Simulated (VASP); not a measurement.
A run of VASP 6.6.1:

Contents of INCAR:

```
SYSTEM = Si
ALGO = Normal
EDIFF = 1E-6
ENCUT = 520
GGA = PS
ISIF = 2
ISMEAR = 0
LASPH = .True.
LCHARG = .False.
LREAL = Auto
LWAVE = .False.
NBANDS = 83
NELECT = 126.0
NELM = 60
PREC = Accurate
SIGMA = 0.02
```

KPOINTS

```
Automatic mesh
0
Gamma
  2 2 2
  0.5 0.5 0.5
```

Contents of POSCAR:

```
Si
1.0
   -5.4338342764      5.4338342764     -5.4338342764
    5.4338342764     -5.4338342764     -5.4338342764
   -5.4338342764     -5.4338342764      5.4338342764
Si
31
Direct
    0.5000000000      0.0000000000      0.0353052141
    0.2515355497      1.0000000000      0.4916130766
    1.0000000000      1.0000000000      0.7500000000
    0.7416130766      0.7515355497      0.2500000000
    0.7416130766      1.0000000000      1.0015355497
    0.5000000000      0.7515355497      0.4916130766
    0.2583869234      0.7583869234      0.7599224731
    0.0000000000      0.5000000000      0.2500000000
    1.0099224731      0.7583869234      1.0083869234
    0.7484644503      0.4900775269      0.4984644503
    0.5000000000      0.5000000000      0.7500000000
    0.2515355497      0.2416130766      0.2500000000
    0.2583869234      0.5099224731      0.0083869234
    0.9900775269      0.2484644503      0.4984644503
    0.7484644503      0.2484644503      0.7400775269
    0.5000000000      0.2416130766      0.0015355497
    0.7146947859      0.2146947859      0.4646947859
    0.5000000000      0.2476341781      0.7504450334
    0.2523658219      0.2528108554      0.0023658219
    0.0004450334      0.0000000000      0.4976341781
    0.0004450334      0.2476341781      0.2500000000
    0.7476341781      0.0000000000      0.7504450334
    0.2523658219      0.7523658219      0.5028108554
    0.2853052141      0.0000000000      0.2500000000
   -0.0004450334      0.7471891446      0.7495549666
    0.7528108554      0.7523658219      0.0023658219
    0.5000000000      0.5004450334      0.4976341781
    0.5000000000      0.7853052141      0.2500000000
    0.2471891446      0.4995549666      0.7495549666
   -0.0004450334      0.4995549666     -0.0028108554
    0.7476341781      0.5004450334      0.2500000000
```

Potentials or basis: VASP PAW PBE potentials, release 64 (Si).

Run with:

```bash
$ cat potpaw_PBE.64/Si/POTCAR > POTCAR
$ mpirun -np 1 vasp_std > vasp.out
```

Hardware: 1 thread of Intel(R) Xeon(R) Platinum 8488C (Sapphire Rapids), on a shared host.

How long does it take, and how much memory?

Wall time 120 s on 1 thread of Intel(R) Xeon(R) Platinum 8488C (Sapphire Rapids), with other jobs on the host, peak memory 0.65 GiB. Counts: scf iterations 13, k points 2.
